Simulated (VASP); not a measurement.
# Ho3F2 (Pm-3m) in VASP: further runs

The runs below take Ho3F2 through single point, relaxation of cell and atoms, with PBE.

Everything below comes from runs of VASP 6.6.1. Logs are shortened: lines on timing, memory, paths and dates and some standing lists are left out, and cuts for length are marked.

## (1) The cell of the first run

Symmetry: Pm-3m, No. 221, cubic system. Conventional cell: a = 4.605 Å, b = 4.605 Å, c = 4.605 Å, α = 90.00°, β = 90.00°, γ = 90.00°. Within 3.0 Å of Ho (site symmetry 4/mmm) lie 2 F at 2.30 Å. F (site symmetry m-3m) has 12 Ho at 3.26 Å and 8 F at 3.99 Å within 4.3 Å. Within 3.0 Å of F (site symmetry m-3m) lie 6 Ho at 2.30 Å.

The cell was generated, and may not be a known phase.

## (2) Single point, PBE

File INCAR:

```
ALGO = Normal ; EDIFF = 1E-6
ENCUT = 600 ; GGA = PE
GGA_COMPAT = False ; ISIF = 2
ISMEAR = 0 ; LASPH = True
LCHARG = False ; LMAXMIX = 6
LREAL = False ; LWAVE = False
NBANDS = 28 ; NELM = 200
PREC = Accurate ; SIGMA = 0.1
```

File KPOINTS:

```
k-points
0
Gamma
  4 4 4
```

File POSCAR:

```
Ho3F2
1.0
    4.6052104600      0.0000000000      0.0000000000
    0.0000000000      4.6052104600      0.0000000000
    0.0000000000      0.0000000000      4.6052104600
Ho F
3 2
Direct
    0.5000000000      0.0000000000      0.0000000000
    0.0000000000      0.5000000000      0.0000000000
    0.0000000000      0.0000000000      0.5000000000
    0.5000000000      0.5000000000      0.5000000000
    0.0000000000      0.0000000000      0.0000000000
```

Potentials or basis: VASP PAW PBE potentials, release 64 (Ho_3, F), 4f in core.

The run is started by

```bash
> cat potpaw_PBE.64/Ho_3/POTCAR potpaw_PBE.64/F/POTCAR > POTCAR
> mpirun -np 1 vasp_std > vasp.out
```

OUTCAR:

```text
EDIFF = 1E-6
   ENCUT = 600
   GGA = PE
   ISIF = 2
   ISMEAR = 0
   LASPH = True
   LREAL = False
   NELM = 200
   PREC = Accurate

 ion  position               nearest neighbor table
   1  0.500  0.000  0.000-   5 2.30   5 2.30   2 3.26   3 3.26   2 3.26   2 3.26   3 3.26   3 3.26
                             3 3.26   2 3.26
   2  0.000  0.500  0.000-   5 2.30   5 2.30   1 3.26   3 3.26   1 3.26   3 3.26   3 3.26   3 3.26
                             1 3.26   1 3.26
   3  0.000  0.000  0.500-   5 2.30   5 2.30   1 3.26   1 3.26   2 3.26   2 3.26   2 3.26   2 3.26
                             1 3.26   1 3.26
   4  0.500  0.500  0.500-
   5  0.000  0.000  0.000-   1 2.30   2 2.30   3 2.30   3 2.30   2 2.30   1 2.30

  LATTYP: Found a simple cubic cell.
 ALAT       =     4.6052104600

  Lattice vectors:

 A1 = (   4.6052104600,   0.0000000000,   0.0000000000)
 A2 = (   0.0000000000,   4.6052104600,   0.0000000000)
 A3 = (   0.0000000000,   0.0000000000,   4.6052104600)

Analysis of symmetry for initial positions (statically):
=====================================================================
 Subroutine PRICEL returns:
 Original cell was already a primitive cell.

 Routine SETGRP: Setting up the symmetry group for a
 simple cubic supercell.

 Subroutine GETGRP returns: Found 48 space group operations
 (whereof 48 operations were pure point group operations)
 out of a pool of 48 trial point group operations.

The static configuration has the point symmetry O_h .

Analysis of symmetry for dynamics (positions and initial velocities):
=====================================================================
 Subroutine PRICEL returns:
 Original cell was already a primitive cell.

 Routine SETGRP: Setting up the symmetry group for a
 simple cubic supercell.

 Subroutine GETGRP returns: Found 48 space group operations
 (whereof 48 operations were pure point group operations)
 out of a pool of 48 trial point group operations.

The dynamic configuration has the point symmetry O_h .

 Subroutine INISYM returns: Found 48 space group operations
 (whereof 48 operations are pure point group operations),
 and found     1 'primitive' translations

----------------------------------------------------------------------------------------

                                     Primitive cell

  volume of cell :      97.6671

  direct lattice vectors                    reciprocal lattice vectors
     4.605210460  0.000000000  0.000000000     0.217145342  0.000000000  0.000000000
     0.000000000  4.605210460  0.000000000     0.000000000  0.217145342  0.000000000
     0.000000000  0.000000000  4.605210460     0.000000000  0.000000000  0.217145342

  length of vectors
     4.605210460  4.605210460  4.605210460     0.217145342  0.217145342  0.217145342

  position of ions in fractional coordinates (direct lattice)
     0.500000000  0.000000000  0.000000000
     0.000000000  0.500000000  0.000000000
     0.000000000  0.000000000  0.500000000
     0.500000000  0.500000000  0.500000000
     0.000000000  0.000000000  0.000000000

  ion indices of the primitive-cell ions
   primitive index   ion index
                 1           1
                 2           2
                 3           3
                 4           4
                 5           5

----------------------------------------------------------------------------------------

 KPOINTS: k-points

Automatic generation of k-mesh.
 Grid dimensions read from file:
 generate k-points for:    4    4    4

 Generating k-lattice:

  Cartesian coordinates                     Fractional coordinates (reciprocal lattice)
     0.054286335  0.000000000  0.000000000     0.250000000  0.000000000  0.000000000
     0.000000000  0.054286335  0.000000000     0.000000000  0.250000000  0.000000000
     0.000000000  0.000000000  0.054286335     0.000000000  0.000000000  0.250000000

  Length of vectors
     0.054286335  0.054286335  0.054286335

  Shift w.r.t. Gamma in fractional coordinates (k-lattice)
     0.000000000  0.000000000  0.000000000

 Subroutine IBZKPT returns following result:
 ===========================================

 Found     10 irreducible k-points:

 Following reciprocal coordinates:
            Coordinates               Weight
  0.000000  0.000000  0.000000      1.000000
  0.250000  0.000000  0.000000      6.000000
  0.500000  0.000000  0.000000      3.000000
  0.250000  0.250000  0.000000     12.000000
  0.500000  0.250000  0.000000     12.000000
  0.500000  0.500000  0.000000      3.000000
  0.250000  0.250000  0.250000      8.000000
  0.500000  0.250000  0.250000     12.000000
  0.500000  0.500000  0.250000      6.000000
  0.500000  0.500000  0.500000      1.000000
   k-points           NKPTS =     10   k-points in BZ     NKDIM =     10   number of bands    NBANDS=     28
   number of dos      NEDOS =    301   number of ions     NIONS =      5
   total plane-waves  NPLWV =  64000
   dimension x,y,z NGX =    40 NGY =   40 NGZ =   40
   dimension x,y,z NGXF=    80 NGYF=   80 NGZF=   80
   ions per type =               3   2
   NGX,Y,Z   is equivalent  to a cutoff of  14.44, 14.44, 14.44 a.u.
   NGXF,Y,Z  is equivalent  to a cutoff of  28.88, 28.88, 28.88 a.u.
 SYSTEM =  unknown system
   PREC   = accura    normal or accurate (medium, high low for compatibility)
   ISTART =      0    job   : 0-new  1-cont  2-samecut
   ICHARG =      2    charge: 1-file 2-atom 10-const
   ISPIN  =      1    spin polarized calculation?
   LNONCOLLINEAR =      F non collinear calculations
   LSORBIT =      F    spin-orbit coupling
   LASPH  =      T    aspherical Exc in radial PAW
   ENCUT  =  600.0 eV  44.10 Ry    6.64 a.u.   9.20  9.20  9.20*2*pi/ulx,y,z
   NELM   =    200;   NELMIN=  2; NELMDL= -5     # of ELM steps
   EDIFF  = 0.1E-05   stopping-criterion for ELM
   LREAL  =      F    real-space projection
[... 7 lines left out ...]
   TEBEG  =    0.0;   TEEND  =   0.0 temperature during run
   PSTRESS=    0.0 pullay stress
   NELECT =      41.0000    total number of electrons
   NUPDOWN=      -1.0000    fix difference up-down
   EMIN   =  10.00;   EMAX   =-10.00  energy-range for DOS
   EFERMI =   0.00;   METHOD = LEGACY
   ISMEAR =     0;   SIGMA  =   0.10  broadening in eV -4-tet -1-fermi 0-gaus
   EFERMI_NEDOS =   21; number of points for ismear=-14 and -15
   IALGO  =     38    algorithm
   IMIX   =      4    mixing-type and parameters
     AMIX     =   0.40;   BMIX     =  1.00
     AMIX_MAG =   1.60;   BMIX_MAG =  1.00
  volume/ion in A,a.u.               =      19.53       131.82
  Fermi-wavevector in a.u.,A,eV,Ry     =   1.225801  2.316428 20.443952  1.502588
  Thomas-Fermi vector in A             =   2.360825
   LORBIT       =      0    0 simple, 1 ext, 2 COOP (PROOUT), +10 PAW based schemes
   GGA     = PE    functional components
   LHFCALC =     F    Hartree Fock is set to
   AEXX    =    0.0000 exact exchange contribution
   IVDW    =     0    specifies the selected vdW correction
   LEPSILON=     F    determine dielectric tensor
   LRPA    =     F    only Hartree local field effects (RPA)
 non-spin polarized calculation
 Gauss-broadening in eV      SIGMA  =   0.10
  energy-cutoff  :      600.00
  volume of cell :       97.67
 maximum number of plane-waves:      3294
 NGX is ok and might be reduce to    40
   NGX = 19   NGY = 19   NGZ = 19

 number of electron      41.0000000 magnetization

 Free energy of the ion-electron system (eV)
  ---------------------------------------------------
  ext. energy  EPLUGINS =         0.00000000
  ---------------------------------------------------
  free energy    TOTEN  =       -21.17785397 eV

  energy without entropy =      -21.16151975  energy(sigma->0) =      -21.16968686

 E-fermi :   3.7819     XC(G=0): -10.4172

 val. band max:        3.7139048127   @ k =   0.2500   0.2500   0.2500
 cond. band min:       3.8134418262   @ k =   0.5000   0.5000   0.2500
 fundamental gap:      0.0995370135
 Fermi energy:         3.7818839564

 k-point     1 :       0.0000    0.0000    0.0000
  band No.  band energies     occupation
      1     -24.7366      2.00000
      2     -20.9911      2.00000
      3     -20.9911      2.00000
      4     -20.9911      2.00000
      5     -20.1315      2.00000
      6     -20.1315      2.00000
[... 20 lines left out ...]
     27       7.6316      0.00000
     28       8.8352      0.00000

 k-point     2 :       0.2500    0.0000    0.0000
  band No.  band energies     occupation
      1     -24.9204      2.00000
      2     -20.9292      2.00000
      3     -20.9292      2.00000
      4     -20.6543      2.00000
      5     -20.1625      2.00000
      6     -20.1625      2.00000
[... 20 lines left out ...]
     27       7.3696      0.00000
     28       7.8443      0.00000

 k-point     3 :       0.5000    0.0000    0.0000
  band No.  band energies     occupation
      1     -25.0816      2.00000
      2     -20.8547      2.00000
      3     -20.8547      2.00000
      4     -20.3599      2.00000
      5     -20.2190      2.00000
      6     -20.2190      2.00000
[... 20 lines left out ...]
     27       6.4777      0.00000
     28       7.0668      0.00000

 k-point     4 :       0.2500    0.2500    0.0000
  band No.  band energies     occupation
      1     -25.0952      2.00000
      2     -20.8636      2.00000
      3     -20.6308      2.00000
      4     -20.6130      2.00000
      5     -20.2920      2.00000
      6     -20.1745      2.00000
[... 144 lines left out ...]
     27       6.8281      0.00000
     28       7.5721      0.00000

 k-point     9 :       0.5000    0.5000    0.2500
  band No.  band energies     occupation
      1     -25.5582      2.00000
      2     -20.6212      2.00000
      3     -20.4998      2.00000
      4     -20.4998      2.00000
      5     -20.3741      2.00000
      6     -20.1212      2.00000
[... 20 lines left out ...]
     27       6.6972      0.00000
     28       7.6644      0.00000

 k-point    10 :       0.5000    0.5000    0.5000
  band No.  band energies     occupation
      1     -25.7006      2.00000
      2     -20.6099      2.00000
      3     -20.6099      2.00000
      4     -20.6099      2.00000
      5     -20.1204      2.00000
      6     -20.1204      2.00000
[... 20 lines left out ...]
     27       7.3864      0.00000
     28       8.6947      0.00000

------------------------ aborting loop because EDIFF is reached ----------------------------------------

  FORCE on cell =-STRESS in cart. coord.  units (eV):
  Direction    XX          YY          ZZ          XY          YZ          ZX
  --------------------------------------------------------------------------------------
  -------------------------------------------------------------------------------------
  Total        5.2300082      5.2300082      5.2300082     -0.0000000      0.0000000      0.0000000
  in kB       85.7954992     85.7954992     85.7954992     -0.0000000      0.0000000      0.0000000
  external PRESSURE =      85.7954992 kB  Pullay stress =       0.0000000 kB

 VOLUME and BASIS-vectors are now :
 -----------------------------------------------------------------------------
  energy-cutoff  :      600.00
  volume of cell :       97.67
      direct lattice vectors                 reciprocal lattice vectors
     4.605210460  0.000000000  0.000000000     0.217145342  0.000000000  0.000000000
     0.000000000  4.605210460  0.000000000     0.000000000  0.217145342  0.000000000
     0.000000000  0.000000000  4.605210460     0.000000000  0.000000000  0.217145342

 POSITION                                       TOTAL-FORCE (eV/Angst)
 -----------------------------------------------------------------------------------
      2.30261      0.00000      0.00000         0.000000      0.000000      0.000000
      0.00000      2.30261      0.00000         0.000000      0.000000      0.000000
      0.00000      0.00000      2.30261         0.000000      0.000000      0.000000
      2.30261      2.30261      2.30261         0.000000      0.000000      0.000000
      0.00000      0.00000      0.00000         0.000000      0.000000      0.000000
 -----------------------------------------------------------------------------------
    total drift:                                0.000000      0.000000     -0.000000

  FREE ENERGIE OF THE ION-ELECTRON SYSTEM (eV)
  ---------------------------------------------------
  free  energy   TOTEN  =       -21.1778539698 eV

  energy  without entropy=      -21.1615197541  energy(sigma->0) =      -21.16968686
```

Wall time 29 s (1 thread of Intel Xeon Platinum 8488C (Sapphire Rapids), shared host); peak memory 0.24 GiB.

What came out:

| Quantity | Value |
| --- | --- |
| Free energy | -21.1779 eV |
| Pressure | 8.6 GPa |
| Band gap on the k mesh | zero (an odd number of electrons rules out a gap without spin polarisation) |

Levels at points of the mesh, in eV from the Fermi level:
| k point | band 18 | band 19 | band 20 | band 21 | band 22 | band 23 |
| --- | --- | --- | --- | --- | --- | --- |
| (0.00, 0.00, 0.00) | -3.41 | -1.17 | -1.17 | -1.17 | -0.94 | -0.94 |
| (0.50, 0.00, 0.00) | -0.86 | -0.81 | -0.79 | 0.85 | 0.85 | 0.88 |
| (0.50, 0.50, 0.00) | 0.33 | 0.33 | 0.91 | 1.29 | 1.29 | 1.29 |
| (0.50, 0.50, 0.50) | -0.59 | -0.46 | -0.46 | -0.46 | 1.62 | 1.62 |

Caveat: the cell stands under pressure; spin-orbit coupling is left out, which moves the levels of the heavy elements; the 4f electrons are frozen in the core, so they carry no moment and show no levels; the run has no spin polarisation, though such a crystal can be magnetic.

## (3) Single point, PBE

This run uses another cell than the first one, of 22.53 Å³/atom.

File INCAR:

```
  PREC = Accurate
  ENCUT = 600
  EDIFF = 1E-6
  ISMEAR = 0
  SIGMA = 0.1
  LREAL = False
  LASPH = True
  NELM = 200
  ALGO = Normal
  ISIF = 2
  LWAVE = False
  LCHARG = False
  GGA = PE
  NBANDS = 28
  GGA_COMPAT = False
  LMAXMIX = 6
```

File KPOINTS:

```
Automatic mesh
0
Gamma
  4 4 4
```

POSCAR, as its differences from that of step 2:

```diff
@@ -2,5 +2,5 @@
 1.0
-    4.6052104600      0.0000000000      0.0000000000
-    0.0000000000      4.6052104600      0.0000000000
-    0.0000000000      0.0000000000      4.6052104600
+    4.8297144699      0.0000000000      0.0000000000
+    0.0000000000      4.8297144699      0.0000000000
+    0.0000000000      0.0000000000      4.8297144699
 Ho F
```

Potentials or basis: VASP PAW PBE potentials, release 64 (Ho_3, F), 4f in core.

The run is started by

```bash
> cat potpaw_PBE.64/Ho_3/POTCAR potpaw_PBE.64/F/POTCAR > POTCAR
> mpirun -np 1 vasp_std > vasp.out
```

It took 29 s on 1 thread of Intel Xeon Platinum 8488C (Sapphire Rapids), shared host; peak memory 0.25 GiB.

The run converged. Its results:

- Free energy: -21.5660 eV
- Pressure: 0.4 GPa
- Band gap on the k mesh: zero (an odd number of electrons rules out a gap without spin polarisation)

Levels at points of the mesh, in eV from the Fermi level:
```tsv
k point	band 19	band 20	band 21	band 22	band 23	band 24
(0.00, 0.00, 0.00)	-0.89	-0.89	-0.89	-0.79	-0.79	1.39
(0.50, 0.00, 0.00)	-1.04	-0.57	0.73	0.73	0.78	1.28
(0.50, 0.50, 0.00)	0.04	0.67	0.86	1.11	1.11	1.14
(0.50, 0.50, 0.50)	-0.56	-0.56	-0.41	1.46	1.46	1.46
```

Caveat: spin-orbit coupling is left out, which moves the levels of the heavy elements; the 4f electrons are frozen in the core, so they carry no moment and show no levels; the run has no spin polarisation, though such a crystal can be magnetic. Spin polarisation is off, so any magnetic state and its effect on volume and gap are missing.

## (4) Relaxation of cell and atoms, PBE

File INCAR:

```
PREC = Accurate
ENCUT = 600
EDIFF = 1E-7
ISMEAR = 0
SIGMA = 0.1
LREAL = F
LASPH = T
NELM = 200
ALGO = Normal
ISIF = 3
LWAVE = F
LCHARG = F
GGA = PE
IBRION = 2
NSW = 90
EDIFFG = -0.04
GGA_COMPAT = F
NELMIN = 4
LMAXMIX = 6
```

KPOINTS is that of step 3.

POSCAR, as its differences from that of step 3:

```diff
@@ -2,5 +2,5 @@
 1.0
-    4.8297144699      0.0000000000      0.0000000000
-    0.0000000000      4.8297144699      0.0000000000
-    0.0000000000      0.0000000000      4.8297144699
+    4.6052104600      0.0000000000      0.0000000000
+    0.0000000000      4.6052104600      0.0000000000
+    0.0000000000      0.0000000000      4.6052104600
 Ho F
```

The run is started by

```bash
> cat potpaw_PBE.64/Ho_3/POTCAR potpaw_PBE.64/F/POTCAR > POTCAR
> mpirun -np 1 vasp_std > vasp.out
```

It took 50 s on 1 thread of Intel Xeon Platinum 8488C (Sapphire Rapids), shared host; peak memory 0.24 GiB.

The run converged. Its results:

| Quantity | Value |
| --- | --- |
| Free energy | -21.5557 eV |
| Relaxed volume | 22.64 Å³/atom |
| Relaxed cell | a = 4.838 Å, b = 4.838 Å, c = 4.838 Å, α = 90.00°, β = 90.00°, γ = 90.00° |
| Space group after relaxing (to 0.1 Å) | Pm-3m (No. 221) |
| Energy gained by relaxing | 75.6 meV/atom |
| Ionic steps | 2 |
| Pressure after relaxing | 0.3 GPa |
| Band gap on the k mesh | zero (an odd number of electrons rules out a gap without spin polarisation) |

Step by step:
```tsv
step	energy change (eV)	largest force (eV/Å)	pressure (GPa)	volume (Å³)
1	0.0000	0.0000	8.58	97.67
2	-0.3779	0.0000	0.27	113.22
```

Final structure:
```xyz
5
Lattice="4.8377 0.0000 0.0000 0.0000 4.8377 0.0000 0.0000 0.0000 4.8377" Properties=species:S:1:pos:R:3 pbc="T T T"
Ho    2.4188    0.0000    0.0000
Ho    0.0000    2.4188    0.0000
Ho    0.0000    0.0000    2.4188
F     2.4188    2.4188    2.4188
F     0.0000    0.0000    0.0000
```

Levels at points of the mesh, in eV from the Fermi level:
```csv
k point,band 19,band 20,band 21,band 22,band 23,band 24
"(0.00, 0.00, 0.00)",-0.88,-0.88,-0.88,-0.79,-0.79,1.37
"(0.50, 0.00, 0.00)",-1.04,-0.56,0.73,0.73,0.78,1.27
"(0.50, 0.50, 0.00)",0.03,0.66,1.06,1.10,1.11,1.13
"(0.50, 0.50, 0.50)",-0.56,-0.56,-0.40,1.46,1.46,1.46
```

Caveat: the volume moved by over 15 % at a fixed basis, so the end points are rough; spin-orbit coupling is left out, which moves the levels of the heavy elements; the 4f electrons are frozen in the core, so they carry no moment and show no levels; the run has no spin polarisation, though such a crystal can be magnetic. Spin polarisation is off, so any magnetic state and its effect on volume and gap are missing.

## (5) The runs side by side

```csv
task,cell,gap on the mesh (eV),pressure (GPa)
single point,"a = 4.605 Å, 5 atoms",none,8.6
single point,"a = 4.830 Å, 5 atoms",none,0.4
relaxation of cell and atoms,"relaxed from a = 4.605 Å, 5 atoms",none,0.3
```

Alike in all rows: level PBE; potentials or basis VASP PAW PBE potentials, release 64 (Ho_3, F), 4f in core; no spin polarisation; k mesh 4 × 4 × 4; cutoff (eV) 600; smearing gaussian 0.1 eV.

Caveats: spin-orbit coupling is left out, which moves the levels of the heavy elements; the 4f electrons are frozen in the core, so they carry no moment and show no levels; the run has no spin polarisation, though such a crystal can be magnetic; the cell stands under pressure (at least some runs); the volume moved by over 15 % at a fixed basis, so the end points are rough (at least some runs).

Total energies depend on the potentials used, so only differences within one code and one set of settings carry meaning.

The gap in the log of VASP goes by the Fermi energy; the results here count the filled bands.